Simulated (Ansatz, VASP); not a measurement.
**Be: VASP beside Ansatz**

```
Be
1.0
     0.00000    1.57823    1.57823
     1.57823    0.00000    1.57823
     1.57823    1.57823    0.00000
Be
1
Direct
  0.00000 0.00000 0.00000
```

Alike in both runs: functional r2SCAN; k mesh 20 × 20 × 20; occupations gaussian, width 0.01 eV; no spin polarisation.

Ansatz relaxed the structure, and its values are those at the end. VASP's run is a single point on that final structure, the one shown.

|  | VASP | Ansatz |
| --- | --- | --- |
| version | VASP 6.6.1 | Ansatz 0.2.0 |
| potentials or method | VASP PAW PBE potentials, release 64 (Be), cutoff 520 eV | scalar-relativistic, plane waves, PAW |
| valence electrons in the cell | 2 | 2 |

```tsv
	VASP	Ansatz	Ansatz less VASP
gap on the k mesh at the Fermi level (eV)	none	none	-
pressure (GPa)	0.2	0.0	-0.16
```

VASP's potentials were made for PBE, not for r2SCAN. A gap of «none» marks a metal or a gap that the smearing closes. With one functional, cell and mesh, what is left measures potentials, basis and numerics.
